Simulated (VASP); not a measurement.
# BeSe (zincblende type): single point with PBE

The system is BeSe (zincblende type).

```
CELL_PARAMETERS angstrom
0.00000 2.58854 2.58854
2.58854 0.00000 2.58854
2.58854 2.58854 0.00000
ATOMIC_POSITIONS crystal
Be 0.00000 0.00000 0.00000
Se 0.25000 0.25000 0.25000
```

* Program: VASP 6.6.1
* Task: single point
* Functional: PBE
* Potentials or basis: VASP PAW PBE potentials, release 64 (Be, Se)
* Cutoff: 600 eV
* k mesh: 14 × 14 × 14
* Occupations: fermi-dirac, width 0.05 eV
* Spin: non-collinear spin, zero start, spin-orbit coupling
* Starting moments: [[0.0, 0.0, 0.0], [0.0, 0.0, 0.0]] μB

The pressure is 0.2 GPa, the net moment is 0.00 μB per cell and the valence electrons inside the program's atomic spheres are Be 0.96; Se 3.97.

Moments on the atoms (μB; x, y, z):
```
Be  0.00 0.00 0.00
Se  0.00 0.00 0.00
```

Wall time 4.6 min on 1 thread of Intel(R) Xeon(R) Platinum 8488C (Sapphire Rapids), on a shared host, peak memory 0.42 GiB.
